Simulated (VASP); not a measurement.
Write the native input for VASP 6.6.1 that does the following.

```
Task                   : relaxation of cell and atoms
Functional             : LDA
Potentials or basis    : VASP PAW LDA potentials, release 64 (Hf_pv, C)
Cutoff                 : 600 eV
k mesh                 : 7 × 7 × 4
Occupations            : fermi-dirac, width 0.05 eV
Spin                   : no spin polarisation
Target pressure        : 6 GPa
Dipole correction      : no
Further INCAR settings : ALGO = Normal; EDIFF = 1e-07; IBRION = 2; EDIFFG = -0.01; NSW = 80; ISIF = 3
```

The structure of HfC lies in POSCAR:

```
HfC
1.0
    3.3428660000      0.0000000000      0.0000000000
   -1.6714330000      2.8950070000      0.0000000000
    0.0000000000      0.0000000000      5.2027140000
Hf C
2 2
Direct
    0.6666666667      0.3333333333      0.7500000000
    0.3333333333      0.6666666667      0.2500000000
    0.0000000000      0.0000000000      0.0000000000
    0.0000000000      0.0000000000      0.5000000000
```

One way to write it, as run:

INCAR

```
SYSTEM = HfC
  PREC = Accurate
  ENCUT = 600
  EDIFF = 1E-7
  ISMEAR = -1
  SIGMA = 0.05
  LREAL = .FALSE.
  LASPH = .TRUE.
  NELM = 60
  ALGO = Normal
  ISIF = 3
  LWAVE = .FALSE.
  LCHARG = .FALSE.
  GGA = CA
  IBRION = 2
  NSW = 80
  EDIFFG = -0.01
  PSTRESS = 60.0
```

KPOINTS

```
regular mesh
0
G
  7 7 4
  0 0 0
```

Potentials or basis: VASP PAW LDA potentials, release 64 (Hf_pv, C).

The run is started by

```sh
$ cat potpaw_LDA.64/Hf_pv/POTCAR potpaw_LDA.64/C/POTCAR > POTCAR
$ mpirun -np 1 vasp_std > vasp.out
```

It gave:

```yaml
Relaxed_volume: 11.69 Å³/atom
Relaxed_cell: a = 3.241 Å, b = 3.241 Å, c = 5.140 Å, α = 90.00°, β = 90.00°, γ = 120.00°
Space_group_after_relaxing_to_0.1_Å: P6_3/mmc (No. 194)
Energy_change_on_relaxing_the_run_minimises_the_enthalpy: -24.3 meV/atom
Ionic_steps: 9
Pressure_after_relaxing: 6.0 GPa
Band_gap_on_the_k_mesh: zero (bands 14 and 15 overlap by 1.19 eV)
```

Caveat: the cell is relaxed towards a set pressure, so the run minimises the enthalpy, not the energy; spin-orbit coupling is left out, which moves the levels of the heavy elements.

Run time: 57 s on 1 thread of Intel(R) Xeon(R) 6975P-C (Granite Rapids) (shared host), peak memory 0.17 GiB.
